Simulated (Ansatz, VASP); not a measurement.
# Two plane-wave programs on KGaRe3

Contents of INCAR:

```
PREC     = Accurate       # precision mode
ENCUT    = 520            # plane-wave cutoff, eV
EDIFF    = 1E-6           # SCF threshold, eV
ISMEAR   = 0              # smearing method
SIGMA    = 0.1            # smearing width, eV
LREAL    = F              # projectors in reciprocal space
LASPH    = T              # aspherical terms in the spheres
NELM     = 150            # most SCF steps
ALGO     = Normal         # electronic algorithm
ISIF     = 2              # what is computed and relaxed
LWAVE    = F              # write WAVECAR
LCHARG   = F              # write CHGCAR
ISPIN    = 2              # spin polarisation
MAGMOM   = 0 0 1 1 1      # initial moments
LORBIT   = 11             # projections on sites
LMAXMIX  = 4              # l up to which the mixer works
GGA      = PE             # functional
NBANDS   = 34             # bands
```

File KPOINTS:

```
regular mesh
0
Gamma
  4 4 4
```

File POSCAR:

```
KGaRe3
1.0
    4.7068001547      0.0000000000      0.0000000000
    0.0000000000      4.7068001547      0.0000000000
    0.0000000000      0.0000000000      4.7068001547
K Ga Re
1 1 3
Direct
    0.0000000000      0.0000000000      0.0000000000
    0.5000000000      0.5000000000      0.5000000000
    0.0000000000      0.5000000000      0.5000000000
    0.5000000000      0.0000000000      0.5000000000
    0.5000000000      0.5000000000      0.0000000000
```

Input for Ansatz:

```yaml
crystal:
  lattice:
    - [4.7068001547, 0.0, 0.0]
    - [0.0, 4.7068001547, 0.0]
    - [0.0, 0.0, 4.7068001547]
  atoms:
    - { symbol: K, position: [0.0, 0.0, 0.0] }
    - { symbol: Ga, position: [0.5, 0.5, 0.5] }
    - { symbol: Re, position: [0.0, 0.5, 0.5], spin: 1.0 }
    - { symbol: Re, position: [0.5, 0.0, 0.5], spin: 1.0 }
    - { symbol: Re, position: [0.5, 0.5, 0.0], spin: 1.0 }
basis:
  ecutwfc: 420
kpoints:
  mp_grid: { grid: [4, 4, 4] }
hamiltonian:
  xc: pbe
scf:
  occupations: { method: gaussian, width: 0.1 }
  lower_state_search: "off"
output:
  forces: true
  stress: true
  eigenvalues: true
  populations: true
magnetization:
  spin_polarized: true
```

Change from the starting cell: species swapped into the CeBRh3 type (Pm-3m, No. 221).

Alike in both runs: task single point; functional PBE; k mesh 4 × 4 × 4; occupations gaussian, width 0.1 eV; collinear spin.

|  | VASP | Ansatz |
| --- | --- | --- |
| version | VASP 6.6.1 | Ansatz 0.2.0 |
| potentials or method | VASP PAW PBE potentials, release 64 (K_sv, Ga_d, Re), cutoff 520 eV | scalar-relativistic, plane waves, PAW |
| valence electrons in the cell | 43 | 67 |

```tsv
	VASP	Ansatz	Ansatz less VASP
gap on the k mesh at the Fermi level (eV)	none	none	-
pressure (GPa)	0.0	-0.1	-0.11
net moment per atom (μB)	0.00	0.00	0.000
```

A gap of «none» marks a metal or a gap that the smearing closes. With one functional, cell and mesh, what is left measures potentials, basis and numerics. VASP's potentials hold 43 valence electrons a cell and Ansatz's 67, so a difference there can come from the potentials and not from the codes. Ansatz's warnings: seeded moment not kept.

Neither program's run includes spin-orbit coupling.
